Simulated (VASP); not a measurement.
# MgO (P-6m2) in VASP: notebook

Runs on MgO. Level: PBE-based screened hybrid with 25 % exact exchange. Tasks: single point.

Everything below comes from runs of VASP 6.6.1. Logs are shortened: lines on timing, memory, paths and dates and some standing lists are left out, and cuts for length are marked.

### 1 The cell of the first run

The structure is hexagonal, space group P-6m2 (No. 187). Conventional cell: a = 2.938 Å, b = 2.938 Å, c = 2.680 Å, α = 90.00°, β = 90.00°, γ = 120.00°. Within 3.0 Å of Mg (site symmetry -6m2) lie 6 O at 2.16 Å and 8 Mg at 2.68 to 2.94 Å. Within 3.0 Å of O (site symmetry -6m2) lie 6 Mg at 2.16 Å and 8 O at 2.68 to 2.94 Å.

### 2 Single point, PBE-based screened hybrid with 25 % exact exchange

Input file POSCAR:

```
MgO
1.0
    2.9380209034      0.0000000000      0.0000000000
   -1.4690104517      2.5444007392      0.0000000000
    0.0000000000      0.0000000000      2.6796800000
Mg O
1 1
Direct
    0.0000000000      0.0000000000      0.0000000000
    0.3333333333      0.6666666667      0.5000000000
```

Input file INCAR.step1:

```
SYSTEM = MgO
PREC     = Accurate       ! precision mode
ENCUT    = 520            ! plane-wave cutoff, eV
EDIFF    = 1E-5           ! SCF threshold, eV
ISMEAR   = -1             ! smearing method
SIGMA    = 0.05           ! smearing width, eV
LREAL    = .FALSE.        ! projectors in reciprocal space
LASPH    = .TRUE.         ! aspherical terms in the spheres
NELM     = 100            ! most SCF steps
ALGO     = Normal         ! electronic algorithm
ISIF     = 2              ! what is computed and relaxed
LWAVE    = .TRUE.         ! write WAVECAR
NBANDS   = 11             ! bands
GGA      = PE             ! functional
```

Input file INCAR.step2:

```
SYSTEM = MgO
PREC     = Accurate       ! precision mode
ENCUT    = 520            ! plane-wave cutoff, eV
EDIFF    = 1E-7           ! SCF threshold, eV
ISMEAR   = -1             ! smearing method
SIGMA    = 0.05           ! smearing width, eV
LREAL    = .FALSE.        ! projectors in reciprocal space
LASPH    = .TRUE.         ! aspherical terms in the spheres
NELM     = 100            ! most SCF steps
ALGO     = Normal         ! electronic algorithm
ISIF     = 2              ! what is computed and relaxed
LWAVE    = .FALSE.        ! write WAVECAR
LCHARG   = .TRUE.         ! write CHGCAR
GGA      = PE             ! functional
LHFCALC  = .TRUE.         ! exact exchange
AEXX     = 0.25           ! exact-exchange fraction
HFSCREEN = 0.4            ! screening, 1/A
PRECFOCK = Normal       
LELF     = .TRUE.         ! ELF
LVHAR    = .TRUE.       
NBANDS   = 11             ! bands
ISTART   = 1
```

Input file KPOINTS:

```
regular mesh
0
G
  5 5 5
  0 0 0
```

Potentials or basis: VASP PAW PBE potentials, release 64 (Mg, O).

On the command line:

```sh
$ cat potpaw_PBE.64/Mg/POTCAR potpaw_PBE.64/O/POTCAR > POTCAR
$ cp INCAR.step1 INCAR
$ mpirun -np 1 vasp_std > vasp.out
$ cp INCAR.step2 INCAR
$ mpirun -np 1 vasp_std > vasp.out
```

OUTCAR:

```text
SYSTEM = MgO
   PREC = Accurate
   ENCUT = 520
   EDIFF = 1E-7
   ISMEAR = -1
   LREAL = .FALSE.
   LASPH = .TRUE.
   NELM = 100
   ISIF = 2
   GGA = PE
   LHFCALC = .TRUE.
   AEXX = 0.25
   HFSCREEN = 0.4
   PRECFOCK = Normal
   ISTART = 1

 ion  position               nearest neighbor table
   1  0.000  0.000  0.000-   2 2.16   2 2.16   2 2.16   2 2.16   2 2.16   2 2.16
   2  0.333  0.667  0.500-   1 2.16   1 2.16   1 2.16   1 2.16   1 2.16   1 2.16

  LATTYP: Found a hexagonal cell.
 ALAT       =     2.9380209034
 C/A-ratio  =     0.9120697531

  Lattice vectors:

 A1 = (   2.9380209034,   0.0000000000,   0.0000000000)
 A2 = (  -1.4690104517,   2.5444007392,   0.0000000000)
 A3 = (   0.0000000000,   0.0000000000,   2.6796800000)

Analysis of symmetry for initial positions (statically):
=====================================================================
 Subroutine PRICEL returns:
 Original cell was already a primitive cell.

 Routine SETGRP: Setting up the symmetry group for a
 hexagonal supercell.

 Subroutine GETGRP returns: Found 12 space group operations
 (whereof 12 operations were pure point group operations)
 out of a pool of 24 trial point group operations.

The static configuration has the point symmetry D_3h.

Analysis of symmetry for dynamics (positions and initial velocities):
=====================================================================
 Subroutine PRICEL returns:
 Original cell was already a primitive cell.

 Routine SETGRP: Setting up the symmetry group for a
 hexagonal supercell.

 Subroutine GETGRP returns: Found 12 space group operations
 (whereof 12 operations were pure point group operations)
 out of a pool of 24 trial point group operations.

The dynamic configuration has the point symmetry D_3h.

 Subroutine INISYM returns: Found 12 space group operations
 (whereof 12 operations are pure point group operations),
 and found     1 'primitive' translations

----------------------------------------------------------------------------------------

                                     Primitive cell

  volume of cell :      20.0320

  direct lattice vectors                    reciprocal lattice vectors
     2.938020903  0.000000000  0.000000000     0.340365175  0.196509926  0.000000000
    -1.469010452  2.544400739  0.000000000     0.000000000  0.393019851  0.000000000
     0.000000000  0.000000000  2.679680000     0.000000000  0.000000000  0.373178887

  length of vectors
     2.938020903  2.938020903  2.679680000     0.393019851  0.393019851  0.373178887

  position of ions in fractional coordinates (direct lattice)
     0.000000000  0.000000000  0.000000000
     0.333333333  0.666666667  0.500000000

  ion indices of the primitive-cell ions
   primitive index   ion index
                 1           1
                 2           2

----------------------------------------------------------------------------------------

 KPOINTS: regular mesh

Automatic generation of k-mesh.
 Grid dimensions read from file:
 generate k-points for:    5    5    5

 Generating k-lattice:

  Cartesian coordinates                     Fractional coordinates (reciprocal lattice)
     0.068073035  0.039301985  0.000000000     0.200000000 -0.000000000  0.000000000
     0.000000000  0.078603970  0.000000000     0.000000000  0.200000000  0.000000000
     0.000000000  0.000000000  0.074635777     0.000000000  0.000000000  0.200000000

  Length of vectors
     0.078603970  0.078603970  0.074635777

  Shift w.r.t. Gamma in fractional coordinates (k-lattice)
     0.000000000  0.000000000  0.000000000

 Subroutine IBZKPT returns following result:
 ===========================================

 Found     15 irreducible k-points:

 Following reciprocal coordinates:
            Coordinates               Weight
  0.000000  0.000000  0.000000      1.000000
  0.200000  0.000000  0.000000      6.000000
  0.400000  0.000000  0.000000      6.000000
  0.200000  0.200000  0.000000      6.000000
  0.400000  0.200000  0.000000      6.000000
  0.000000  0.000000  0.200000      2.000000
  0.200000  0.000000  0.200000     12.000000
  0.400000  0.000000  0.200000     12.000000
  0.200000  0.200000  0.200000     12.000000
  0.400000  0.200000  0.200000     12.000000
  0.000000  0.000000  0.400000      2.000000
  0.200000  0.000000  0.400000     12.000000
  0.400000  0.000000  0.400000     12.000000
  0.200000  0.200000  0.400000     12.000000
  0.400000  0.200000  0.400000     12.000000
   k-points           NKPTS =     15   k-points in BZ     NKDIM =    125   number of bands    NBANDS=     11
   number of dos      NEDOS =    301   number of ions     NIONS =      2
   total plane-waves  NPLWV =  11520
   dimension x,y,z NGX =    24 NGY =   24 NGZ =   20
   dimension x,y,z NGXF=    48 NGYF=   48 NGZF=   40
   ions per type =               1   1
   NGX,Y,Z   is equivalent  to a cutoff of  13.58, 13.58, 12.41 a.u.
   NGXF,Y,Z  is equivalent  to a cutoff of  27.16, 27.16, 24.82 a.u.
 SYSTEM =  MgO
   PREC   = accura    normal or accurate (medium, high low for compatibility)
   ISTART =      1    job   : 0-new  1-cont  2-samecut
   ICHARG =      0    charge: 1-file 2-atom 10-const
   ISPIN  =      1    spin polarized calculation?
   LNONCOLLINEAR =      F non collinear calculations
   LSORBIT =      F    spin-orbit coupling
   LASPH  =      T    aspherical Exc in radial PAW
   ENCUT  =  520.0 eV  38.22 Ry    6.18 a.u.   5.46  5.46  4.98*2*pi/ulx,y,z
   NELM   =    100;   NELMIN=  2; NELMDL=  0     # of ELM steps
   EDIFF  = 0.1E-06   stopping-criterion for ELM
   LREAL  =      F    real-space projection
   EDIFFG = 0.1E-05   stopping-criterion for IOM
   NSW    =      0    number of steps for IOM
   IBRION =     -1    ionic relax: 0-MD 1-quasi-New 2-CG
   NFREE  =      0    steps in history (QN), initial steepest desc. (CG)
   ISIF   =      2    stress and relaxation
   ISYM   =      3    0-nonsym 1-usesym 2-fastsym
   POTIM  = 0.5000    time-step for ionic-motion
   TEBEG  =    0.0;   TEEND  =   0.0 temperature during run
   PSTRESS=    0.0 pullay stress
   NELECT =       8.0000    total number of electrons
   NUPDOWN=      -1.0000    fix difference up-down
   EMIN   =  10.00;   EMAX   =-10.00  energy-range for DOS
   EFERMI =   0.00;   METHOD = LEGACY
   ISMEAR =    -1;   SIGMA  =   0.05  broadening in eV -4-tet -1-fermi 0-gaus
   EFERMI_NEDOS =   21; number of points for ismear=-14 and -15
   IALGO  =     38    algorithm
   IMIX   =      1    mixing-type and parameters
     AMIX     =   0.40;   BMIX     =  1.00
     AMIX_MAG =   1.60;   BMIX_MAG =  1.00
  volume/ion in A,a.u.               =      10.02        67.59
  Fermi-wavevector in a.u.,A,eV,Ry     =   1.205583  2.278221 19.775115  1.453430
  Thomas-Fermi vector in A             =   2.341275
   LORBIT       =      0    0 simple, 1 ext, 2 COOP (PROOUT), +10 PAW based schemes
   GGA     = PE    functional components
   LHFCALC =     T    Hartree Fock is set to
   PRECFOCK=normal    Normal, Fast or Accurate (Low or Medium for compatibility)
   ENCUT4O =  -1.0   cutoff for four orbital integrals eV
   NKREDX  =     1    reduce k-point grid by
   NKREDY  =     1    reduce k-point grid by
   NKREDZ  =     1    reduce k-point grid by
   AEXX    =    0.2500 exact exchange contribution
   HFSCREEN=    0.4000 screening length (either q_TF or 0.3 A-1)
   HFSCREENC=   0.4000 screening length for correlation (either q_TF or 0.3 A-1)
   ENCUTFOCK=  -1.0 apply spherical cutoff to Coloumb kernel
   IVDW    =     0    specifies the selected vdW correction
   LEPSILON=     F    determine dielectric tensor
   LRPA    =     F    only Hartree local field effects (RPA)
 non-spin polarized calculation
  energy-cutoff  :      520.00
  volume of cell :       20.03
 maximum number of plane-waves:       562
 NGX is ok and might be reduce to    24
  NGX = 18; NGY = 18; NGZ = 16

 number of electron       7.9999996 magnetization

 Free energy of the ion-electron system (eV)
  ---------------------------------------------------
  ext. energy  EPLUGINS =         0.00000000
  ---------------------------------------------------
  free energy    TOTEN  =       -12.97135608 eV

  energy without entropy =      -12.97135608  energy(sigma->0) =      -12.97135608

 E-fermi :   3.5482     XC(G=0):  -9.1174

 val. band max:        2.4174141483   @ k =   0.4000   0.2000   0.0000
 cond. band min:       6.5350081606   @ k =   0.0000   0.0000   0.0000
 fundamental gap:      4.1175940123
 Fermi energy:         3.5482471351

 k-point     1 :       0.0000    0.0000    0.0000
  band No.  band energies     occupation
      1     -16.4671      2.00000
      2       1.8011      2.00000
      3       1.8011      2.00000
      4       2.0043      2.00000
      5       6.5350      0.00000
      6      15.5853      0.00000
      7      19.3572      0.00000
      8      19.3572      0.00000
      9      23.6869      0.00000
     10      25.0119      0.00000
     11      26.6751      0.00000

 k-point     2 :       0.2000    0.0000    0.0000
  band No.  band energies     occupation
      1     -16.1291      2.00000
      2      -0.1524      2.00000
      3       1.5202      2.00000
      4       2.1308      2.00000
      5       8.3616      0.00000
      6      15.1767      0.00000
      7      17.6327      0.00000
      8      20.3565      0.00000
      9      24.2629      0.00000
     10      24.9755      0.00000
     11      27.3810      0.00000

 k-point     3 :       0.4000    0.0000    0.0000
  band No.  band energies     occupation
      1     -15.5128      2.00000
      2      -2.3334      2.00000
      3       1.1041      2.00000
      4       2.3468      2.00000
      5      10.0692      0.00000
      6      14.2732      0.00000
      7      17.2384      0.00000
      8      21.7129      0.00000
      9      22.9522      0.00000
     10      25.4080      0.00000
     11      29.2619      0.00000
[... 141 lines left out ...]
 k-point    14 :       0.2000    0.2000    0.4000
  band No.  band energies     occupation
      1     -14.8680      2.00000
      2      -1.5937      2.00000
      3      -0.3335      2.00000
      4       1.2110      2.00000
      5      10.4927      0.00000
      6      15.6920      0.00000
      7      16.7937      0.00000
      8      18.5892      0.00000
      9      20.4038      0.00000
     10      25.2800      0.00000
     11      27.7897      0.00000

 k-point    15 :       0.4000    0.2000    0.4000
  band No.  band energies     occupation
      1     -14.6269      2.00000
      2      -1.0712      2.00000
      3      -0.9206      2.00000
      4       0.5746      2.00000
      5      10.0312      0.00000
      6      15.0130      0.00000
      7      17.0168      0.00000
      8      18.7666      0.00000
      9      20.3383      0.00000
     10      25.6015      0.00000
     11      27.8428      0.00000

------------------------ aborting loop because EDIFF is reached ----------------------------------------

  FORCE on cell =-STRESS in cart. coord.  units (eV):
  Direction    XX          YY          ZZ          XY          YZ          ZX
  --------------------------------------------------------------------------------------
  -------------------------------------------------------------------------------------
  Total       -0.6375102     -0.6375102     -0.8100948      0.0000000     -0.0000000      0.0000000
  in kB      -50.9887511    -50.9887511    -64.7922577      0.0000000     -0.0000000      0.0000000
  external PRESSURE =     -55.5899200 kB  Pullay stress =       0.0000000 kB

 VOLUME and BASIS-vectors are now :
 -----------------------------------------------------------------------------
  energy-cutoff  :      520.00
  volume of cell :       20.03
      direct lattice vectors                 reciprocal lattice vectors
     2.938020903  0.000000000  0.000000000     0.340365175  0.196509926  0.000000000
    -1.469010452  2.544400739  0.000000000     0.000000000  0.393019851  0.000000000
     0.000000000  0.000000000  2.679680000     0.000000000  0.000000000  0.373178887

 POSITION                                       TOTAL-FORCE (eV/Angst)
 -----------------------------------------------------------------------------------
      0.00000      0.00000      0.00000         0.000000     -0.000000      0.000000
     -0.00000      1.69627      1.33984         0.000000      0.000000      0.000000
 -----------------------------------------------------------------------------------
    total drift:                               -0.000000      0.000000      0.000000

  FREE ENERGIE OF THE ION-ELECTRON SYSTEM (eV)
  ---------------------------------------------------
  free  energy   TOTEN  =       -12.9713560756 eV

  energy  without entropy=      -12.9713560755  energy(sigma->0) =      -12.97135608
```

Run time: 5.9 min. Hardware: 1 thread of AMD EPYC 7R13, shared host; peak memory 0.21 GiB.

Results:

| Item | Value |
| --- | --- |
| Free energy | -12.9714 eV |
| Pressure | -5.6 GPa |
| Band gap on the k mesh | 4.12 eV (least direct gap 4.53 eV) |

Stress tensor (GPa, compression positive):
```
-5.10  0.00  0.00
 0.00 -5.10  0.00
 0.00  0.00 -6.48
```

Levels at points of the mesh, in eV from the valence-band top:
```
           k point  band 1  band 2  band 3  band 4  band 5  band 6  band 7  band 8
(0.00, 0.00, 0.00)  -18.88   -0.62   -0.62   -0.41    4.12   13.17   16.94   16.94
```

Caveat: the k points lie up to 0.49 Å⁻¹ apart; the PAW data sets were made with another functional, which shifts forces and pressure a little. A k mesh can miss the band edges.

### 3 Single point, PBE-based screened hybrid with 25 % exact exchange

POSCAR is that of step 2.

Input file INCAR.step1:

```
  ALGO = Normal
  EDIFF = 1E-5
  ENCUT = 520
  GGA = PE
  ISIF = 2
  ISMEAR = -1
  LASPH = T
  LCHARG = F
  LREAL = F
  LWAVE = T
  NBANDS = 11
  NELM = 80
  PREC = Accurate
  SIGMA = 0.05
```

Input file INCAR.step2:

```
  AEXX = 0.25
  ALGO = Normal
  EDIFF = 1E-6
  ENCUT = 520
  GGA = PE
  HFSCREEN = 0.6
  ISIF = 2
  ISMEAR = -1
  ISTART = 1
  LASPH = T
  LCHARG = F
  LHFCALC = T
  LREAL = F
  LWAVE = F
  NBANDS = 11
  NELM = 80
  PREC = Accurate
  PRECFOCK = Normal
  SIGMA = 0.05
```

Input file KPOINTS:

```
k-points
0
Gamma
  5 5 5
```

Potentials or basis: VASP PAW PBE potentials, release 64 (Mg, O).

On the command line:

```sh
$ cat potpaw_PBE.64/Mg/POTCAR potpaw_PBE.64/O/POTCAR > POTCAR
$ cp INCAR.step1 INCAR
$ mpirun -np 1 vasp_std > vasp.out
$ cp INCAR.step2 INCAR
$ mpirun -np 1 vasp_std > vasp.out
```

Wall time 5.7 min (1 thread of AMD EPYC 7R13, shared host); peak memory 0.21 GiB.

Results (log left out):

| Quantity | Value |
| --- | --- |
| Free energy | -12.5379 eV |
| Pressure | -4.9 GPa |
| Band gap on the k mesh | 3.78 eV (least direct gap 4.18 eV) |

Stress tensor (GPa, compression positive):
```
-4.51  0.00  0.00
 0.00 -4.51  0.00
 0.00  0.00 -5.73
```

Levels at points of the mesh, in eV from the valence-band top:
| k point | band 2 | band 3 | band 4 | band 5 | band 6 | band 7 |
| --- | --- | --- | --- | --- | --- | --- |
| (0.00, 0.00, 0.00) | -0.61 | -0.61 | -0.40 | 3.78 | 12.79 | 16.53 |

Caveat: the k points lie up to 0.49 Å⁻¹ apart; the PAW data sets were made with another functional, which shifts forces and pressure a little. A k mesh can miss the band edges.
